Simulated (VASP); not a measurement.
Input of a VASP 6.6.1 run:

The input INCAR:

```
ALGO = Normal
EDIFF = 1E-7
ENCUT = 520
ISIF = 2
ISMEAR = -1
LASPH = True
LCHARG = False
LREAL = False
LWAVE = False
NBANDS = 17
NELM = 60
PREC = Accurate
SIGMA = 0.03
```

File KPOINTS:

```
k-points
0
Gamma
  13 13 13
```

POSCAR

```
ZrOs
1.0
    3.3269966396      0.0000000000      0.0000000000
    0.0000000000      3.3269966396      0.0000000000
    0.0000000000      0.0000000000      3.3269966396
Zr Os
1 1
Direct
    0.5000000000      0.5000000000      0.5000000000
    0.0000000000      0.0000000000      0.0000000000
```

Potentials or basis: VASP PAW LDA potentials, release 64 (Zr_sv, Os).

Command:

```console
$ cat potpaw_LDA.64/Zr_sv/POTCAR potpaw_LDA.64/Os/POTCAR > POTCAR
$ mpirun -np 1 vasp_std > vasp.out
```

Question: What does it give for the pressure?

Answer: -17.7 GPa.

Question: Estimate the band gap on the k mesh.

Answer: Zero (bands 10 and 11 overlap by 0.89 eV).

Caveat: the cell stands under tension; spin-orbit coupling is left out, which moves the levels of the heavy elements.
